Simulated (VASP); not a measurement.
Br, 1 atom in the cell. The structure is tetragonal, space group I4/mmm (No. 139). Conventional cell: a = 2.847 Å, b = 2.847 Å, c = 7.155 Å, α = 90.00°, β = 90.00°, γ = 90.00°. Br (site symmetry 4/mmm) has 4 Br at 2.85 Å within 3.8 Å. 

- Program: VASP 6.6.1
- Task: single point
- Functional: r2SCAN
- Potentials or basis: VASP PAW PBE potentials, release 64 (Br)
- Cutoff: 520 eV
- k mesh: 12 × 12 × 12
- Occupations: methfessel-paxton, width 0.05 eV
- Spin: no spin polarisation
- Dipole correction: no
- Further INCAR settings: ALGO = Normal; EDIFF = 1e-07; NBANDS = 10

Potentials or basis: VASP PAW PBE potentials, release 64 (Br).

Command:

```sh
$ cat potpaw_PBE.64/Br/POTCAR > POTCAR
$ cp INCAR.step1 INCAR
$ mpirun -np 1 vasp_std > vasp.out
$ cp INCAR.step2 INCAR
$ mpirun -np 1 vasp_std > vasp.out
```

Hardware: 1 thread of AMD EPYC 7R13 (shared host).

**Question.** Estimate the wall time of this run.

**Answer.** It took 5.4 min on 1 thread of AMD EPYC 7R13, with other jobs on the host, peak memory 0.21 GiB. Counts: k points 163.
